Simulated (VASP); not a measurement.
Crystal: Sb2Mo.

```
Sb Mo
1.0
     5.41960    0.00000    0.00000
     0.00000    5.41960    0.00000
     0.00000    0.00000    5.41960
Sb Mo
4 2
Direct
  0.25000 0.25000 0.25000
  0.25000 0.75000 0.75000
  0.75000 0.75000 0.25000
  0.75000 0.25000 0.75000
  0.00000 0.00000 0.00000
  0.50000 0.50000 0.50000
```

| Property | Result |
| --- | --- |
| Program | VASP 6.6.1 |
| Task | relaxation of cell and atoms |
| Functional | PBE |
| Potentials or basis | VASP PAW PBE potentials, release 64 (Sb, Mo_sv) |
| Cutoff | 600 eV |
| k mesh | 4 × 4 × 4 |
| Occupations | gaussian, width 0.1 eV |
| Spin | no spin polarisation |

At the start: pressure 26.2 GPa; volume 26.53 Å³/atom.

Question: How do energy, volume and symmetry change on relaxing?

Answer: Over 5 steps the energy falls by 491.6 meV/atom and the volume is 34.00 Å³/atom (+28.2 %); space group Pn-3m (No. 224, to 0.05 Å).

The path:
```
step  energy change (eV)  largest force (eV/Å)  pressure (GPa)  volume (Å³)
   1              0.0000                0.0000           26.24       159.18
   2              0.1714                0.0000           -9.51       281.74
   3             -2.9411                0.0000           -0.90       207.24
   4             -2.9492                0.0000           -0.23       205.00
   5             -2.9499                0.0000            0.04       204.01
```

Final structure:
```
Sb Mo
1.0
     5.88688    0.00000    0.00000
     0.00000    5.88688    0.00000
     0.00000    0.00000    5.88688
Sb Mo
4 2
Direct
  0.25000 0.25000 0.25000
  0.25000 0.75000 0.75000
  0.75000 0.75000 0.25000
  0.75000 0.25000 0.75000
  0.00000 0.00000 0.00000
  0.50000 0.50000 0.50000
```

Caveat: the volume moved by over 15 % at a fixed basis, so the end points are rough.
